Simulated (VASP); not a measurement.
# MgO (P6_3/mmc) in VASP: notebook, part 2 of 2

VASP 6.6.1. Earlier steps stand in the parts before.

## (3) Single point, PBEsol (volume 11.536 Å^3 an atom, c/a of the conventional cell 1.0632)

The input, INCAR:

```
SYSTEM = MgO
ALGO = Normal
EDIFF = 1E-7
ENCUT = 520
GGA = PS
ISIF = 2
ISMEAR = 0
LASPH = .TRUE.
LCHARG = .FALSE.
LREAL = .FALSE.
LWAVE = .FALSE.
NBANDS = 16
NELM = 60
PREC = Accurate
SIGMA = 0.05
```

The input, KPOINTS:

```
k-points
0
G
  9 9 6
  0 0 0
```

The input, POSCAR:

```
MgO
1.0
    3.6868591491      0.0000000000      0.0000000000
   -1.8434295746      3.1929136833      0.0000000000
    0.0000000000      0.0000000000      3.9198686473
Mg O
2 2
Direct
    0.6666666667      0.3333333333      0.7500000000
    0.3333333333      0.6666666667      0.2500000000
    0.6666666667      0.3333333333      0.2500000000
    0.3333333333      0.6666666667      0.7500000000
```

Potentials or basis: VASP PAW PBE potentials, release 64 (Mg, O).

Started as:

```
cat potpaw_PBE.64/Mg/POTCAR potpaw_PBE.64/O/POTCAR > POTCAR
mpirun -np 1 vasp_std > vasp.out
```

OUTCAR:

```text
SYSTEM = MgO
   EDIFF = 1E-7
   ENCUT = 520
   GGA = PS
   ISIF = 2
   ISMEAR = 0
   LASPH = .TRUE.
   LREAL = .FALSE.
   NELM = 60
   PREC = Accurate

 ion  position               nearest neighbor table
   1  0.667  0.333  0.750-   3 1.96   3 1.96   4 2.13   4 2.13   4 2.13   2 2.89   2 2.89   2 2.89
                             2 2.89   2 2.89   2 2.89
   2  0.333  0.667  0.250-   4 1.96   4 1.96   3 2.13   3 2.13   3 2.13   1 2.89   1 2.89   1 2.89
                             1 2.89   1 2.89   1 2.89
   3  0.667  0.333  0.250-   1 1.96   1 1.96   2 2.13   2 2.13   2 2.13
   4  0.333  0.667  0.750-   2 1.96   2 1.96   1 2.13   1 2.13   1 2.13

  LATTYP: Found a hexagonal cell.
 ALAT       =     3.6868591491
 C/A-ratio  =     1.0632000000

  Lattice vectors:

 A1 = (   3.6868591491,   0.0000000000,   0.0000000000)
 A2 = (  -1.8434295746,   3.1929136833,   0.0000000000)
 A3 = (   0.0000000000,   0.0000000000,   3.9198686473)

Analysis of symmetry for initial positions (statically):
=====================================================================
 Subroutine PRICEL returns:
 Original cell was already a primitive cell.

 Routine SETGRP: Setting up the symmetry group for a
 hexagonal supercell.

 Subroutine GETGRP returns: Found 24 space group operations
 (whereof 12 operations were pure point group operations)
 out of a pool of 24 trial point group operations.

The static configuration has the point symmetry D_3d.
 The point group associated with its full space group is D_6h.

Analysis of symmetry for dynamics (positions and initial velocities):
=====================================================================
 Subroutine PRICEL returns:
 Original cell was already a primitive cell.

 Routine SETGRP: Setting up the symmetry group for a
 hexagonal supercell.

 Subroutine GETGRP returns: Found 24 space group operations
 (whereof 12 operations were pure point group operations)
 out of a pool of 24 trial point group operations.

[... 121 lines left out ...]
   EFERMI_NEDOS =   21; number of points for ismear=-14 and -15
   IALGO  =     38    algorithm
   IMIX   =      4    mixing-type and parameters
     AMIX     =   0.40;   BMIX     =  1.00
     AMIX_MAG =   1.60;   BMIX_MAG =  1.00
  volume/ion in A,a.u.               =      11.54        77.85
  Fermi-wavevector in a.u.,A,eV,Ry     =   1.150120  2.173411 17.997454  1.322776
  Thomas-Fermi vector in A             =   2.286786
   LORBIT       =      0    0 simple, 1 ext, 2 COOP (PROOUT), +10 PAW based schemes
   GGA     = PS    functional components
   LHFCALC =     F    Hartree Fock is set to
   AEXX    =    0.0000 exact exchange contribution
   IVDW    =     0    specifies the selected vdW correction
   LEPSILON=     F    determine dielectric tensor
   LRPA    =     F    only Hartree local field effects (RPA)
 non-spin polarized calculation
 Gauss-broadening in eV      SIGMA  =   0.05
  energy-cutoff  :      520.00
  volume of cell :       46.14
 maximum number of plane-waves:      1265
 NGX is ok and might be reduce to    28
   NGX = 13   NGY = 13   NGZ = 15

 number of electron      16.0000008 magnetization

 Free energy of the ion-electron system (eV)
  ---------------------------------------------------
  ext. energy  EPLUGINS =         0.00000000
  ---------------------------------------------------
  free energy    TOTEN  =       -24.49925321 eV

  energy without entropy =      -24.49925321  energy(sigma->0) =      -24.49925321

 E-fermi :   1.5701     XC(G=0): -10.0441

 val. band max:        1.3122669527   @ k =   0.0000   0.0000   0.0000
 cond. band min:       4.5659738066   @ k =   0.0000   0.0000   0.0000
 fundamental gap:      3.2537068539
 Fermi energy:         1.5701217530

 k-point     1 :       0.0000    0.0000    0.0000
  band No.  band energies     occupation
      1     -15.1907      2.00000
      2     -13.7346      2.00000
      3      -1.7332      2.00000
      4      -0.3430      2.00000
      5      -0.3430      2.00000
      6       0.8911      2.00000
[... 433 lines left out ...]
      3      -1.9156      2.00000
      4      -1.2118      2.00000
      5      -1.2118      2.00000
      6       0.4611      2.00000
[... 8 lines left out ...]
     15      16.1599      0.00000
     16      17.5441      0.00000

 [... further k-points ...]
[... 5 lines left out ...]
  --------------------------------------------------------------------------------------
  -------------------------------------------------------------------------------------
  Total       -2.3184958     -2.3184958      4.1576257      0.0000000      0.0000000      0.0000000
  in kB      -80.5010712    -80.5010712    144.3579582      0.0000000      0.0000000      0.0000000
  external PRESSURE =      -5.5480614 kB  Pullay stress =       0.0000000 kB

 VOLUME and BASIS-vectors are now :
 -----------------------------------------------------------------------------
  energy-cutoff  :      520.00
  volume of cell :       46.14
      direct lattice vectors                 reciprocal lattice vectors
     3.686859149  0.000000000  0.000000000     0.271233578  0.156596779  0.000000000
    -1.843429575  3.192913683  0.000000000     0.000000000  0.313193559  0.000000000
     0.000000000  0.000000000  3.919868647     0.000000000  0.000000000  0.255110589

 POSITION                                       TOTAL-FORCE (eV/Angst)
 -----------------------------------------------------------------------------------
      1.84343      1.06430      2.93990        -0.000000      0.000000      0.000000
     -0.00000      2.12861      0.97997        -0.000000     -0.000000      0.000000
      1.84343      1.06430      0.97997        -0.000000      0.000000      0.000000
     -0.00000      2.12861      2.93990         0.000000     -0.000000      0.000000
 -----------------------------------------------------------------------------------
    total drift:                               -0.000000      0.000000     -0.000000

  FREE ENERGIE OF THE ION-ELECTRON SYSTEM (eV)
  ---------------------------------------------------
  free  energy   TOTEN  =       -24.4992532084 eV

  energy  without entropy=      -24.4992532084  energy(sigma->0) =      -24.49925321
```

stdout:

```text
POSCAR found type information on POSCAR MgO
 POSCAR found :  2 types and       4 ions
 scaLAPACK will be used
 -----------------------------------------------------------------------------
|                                                                             |
|                                                                             |
|     You enforced a specific xc type in the INCAR file but a different       |
|     I HOPE YOU KNOW WHAT YOU ARE DOING!                                     |
|                                                                             |
 -----------------------------------------------------------------------------

 LDA part: xc-table for (Slater+PW92), standard interpolation
 POSCAR, INCAR and KPOINTS ok, starting setup
 FFT: planning ... GRIDC
 FFT: planning ... GRID_SOFT
 FFT: planning ... GRID
 WAVECAR not read
 entering main loop
```

It took 18 s on 1 thread of Intel Xeon Platinum 8488C (Sapphire Rapids), shared host; peak memory 0.18 GiB.

Results:

```yaml
Free_energy: -24.4993 eV
Pressure: -0.6 GPa
Band_gap_on_the_k_mesh: 3.25 eV, direct
```

Levels at points of the mesh, in eV from the valence-band top:
| k point | band 4 | band 5 | band 6 | band 7 | band 8 | band 9 | band 10 | band 11 | band 12 | band 13 |
| --- | --- | --- | --- | --- | --- | --- | --- | --- | --- | --- |
| (0.00, 0.00, 0.00) | -1.66 | -1.66 | -0.42 | -0.42 | 0.00 | 3.25 | 9.81 | 11.64 | 11.64 | 13.06 |
| (0.00, 0.00, 0.50) | -2.29 | -1.06 | -1.06 | -1.06 | -1.06 | 6.41 | 6.41 | 11.98 | 11.98 | 11.98 |

Caveat: the PAW data sets were made with another functional, which shifts forces and pressure a little.

## (4) Single point, PBEsol (volume 11.536 Å^3 an atom, c/a of the conventional cell 1.3551)

The input, INCAR:

```
  ALGO = Normal
  EDIFF = 1E-7
  ENCUT = 520
  GGA = PS
  ISIF = 2
  ISMEAR = 0
  LASPH = T
  LCHARG = T
  LELF = T
  LREAL = F
  LVHAR = T
  LWAVE = F
  NBANDS = 16
  NELM = 100
  PREC = Accurate
  SIGMA = 0.05
```

The input, KPOINTS:

```
k-points
0
Gamma
  9 9 6
```

The input, POSCAR:

```
MgO
1.0
    3.4004606526      0.0000000000      0.0000000000
   -1.7002303263      2.9448853097      0.0000000000
    0.0000000000      0.0000000000      4.6079642304
Mg O
2 2
Direct
    0.6666666667      0.3333333333      0.7500000000
    0.3333333333      0.6666666667      0.2500000000
    0.6666666667      0.3333333333      0.2500000000
    0.3333333333      0.6666666667      0.7500000000
```

Started as:

```
cat potpaw_PBE.64/Mg/POTCAR potpaw_PBE.64/O/POTCAR > POTCAR
mpirun -np 1 vasp_std > vasp.out
```

Wall time 20 s (1 thread of Intel Xeon Platinum 8488C (Sapphire Rapids), shared host); peak memory 0.19 GiB.

It converged, with:

* Free energy: -24.5500 eV
* Pressure: -2.4 GPa
* Band gap on the k mesh: 2.94 eV, direct

Stress tensor (GPa, compression positive):
```
  2.36   0.00   0.00
  0.00   2.36   0.00
  0.00   0.00 -11.92
```

Levels at points of the mesh, in eV from the valence-band top:
```
           k point  band 4  band 5  band 6  band 7  band 8  band 9  band 10  band 11  band 12  band 13
(0.00, 0.00, 0.00)   -1.61   -1.61   -1.01   -1.01    0.00    2.94     8.63    10.59    12.88    12.88
(0.00, 0.00, 0.50)   -2.44   -1.32   -1.32   -1.32   -1.32    5.86     5.86    13.25    13.25    13.25
```

Caveat: the PAW data sets were made with another functional, which shifts forces and pressure a little.

## (5) Single point, PBEsol (volume 11.536 Å^3 an atom, c/a of the conventional cell 1.2003)

The input, INCAR:

```
SYSTEM = MgO
ALGO = Normal ; EDIFF = 1E-6
ENCUT = 520 ; GGA = PS
ISIF = 2 ; ISMEAR = 0
LASPH = .TRUE. ; LCHARG = .FALSE.
LREAL = .FALSE. ; LWAVE = .FALSE.
NBANDS = 16 ; NELM = 100
PREC = Accurate ; SIGMA = 0.05
```

The input, KPOINTS:

```
k-points
0
G
  9 9 6
  0 0 0
```

The input, POSCAR:

```
MgO
1.0
    3.5407899222      0.0000000000      0.0000000000
   -1.7703949611      3.0664140221      0.0000000000
    0.0000000000      0.0000000000      4.2499545537
Mg O
2 2
Direct
    0.6666666667      0.3333333333      0.7500000000
    0.3333333333      0.6666666667      0.2500000000
    0.6666666667      0.3333333333      0.2500000000
    0.3333333333      0.6666666667      0.7500000000
```

Started as:

```
cat potpaw_PBE.64/Mg/POTCAR potpaw_PBE.64/O/POTCAR > POTCAR
mpirun -np 1 vasp_std > vasp.out
```

Run time: 17 s. Hardware: 1 thread of Intel Xeon Platinum 8488C (Sapphire Rapids), shared host; peak memory 0.18 GiB.

It converged, with:

- Free energy: -24.7289 eV
- Pressure: -5.2 GPa
- Band gap on the k mesh: 3.07 eV, direct

Stress tensor (GPa, compression positive):
```
-5.06  0.00  0.00
 0.00 -5.06  0.00
 0.00  0.00 -5.45
```

Levels at points of the mesh, in eV from the valence-band top:
```tsv
k point	band 6	band 7	band 8	band 9	band 10	band 11
(0.00, 0.00, 0.00)	-0.76	-0.76	0.00	3.07	9.00	11.71
(0.00, 0.00, 0.50)	-1.23	-1.23	-1.23	6.09	6.09	12.46
```

Caveat: the PAW data sets were made with another functional, which shifts forces and pressure a little.

## (6) Summary

| cell | gap on the mesh (eV) | pressure (GPa) |
| --- | --- | --- |
| a = 3.332, b = 3.332, c = 4.798 Å, angles 90.0, 90.0, 120.0°, 4 atoms | 2.92 | 1.3 |
| a = 3.687, b = 3.687, c = 3.920 Å, angles 90.0, 90.0, 120.0°, 4 atoms | 3.25 | -0.6 |
| a = 3.400, b = 3.400, c = 4.608 Å, angles 90.0, 90.0, 120.0°, 4 atoms | 2.94 | -2.4 |
| a = 3.541, b = 3.541, c = 4.250 Å, angles 90.0, 90.0, 120.0°, 4 atoms | 3.07 | -5.2 |

Alike in all rows: task single point; level PBEsol; potentials or basis VASP PAW PBE potentials, release 64 (Mg, O); no spin polarisation; k mesh 9 × 9 × 6; cutoff (eV) 520; smearing gaussian 0.05 eV.

Caveats: the PAW data sets were made with another functional, which shifts forces and pressure a little.

Absolute energies hang on the potentials; compare differences alone.
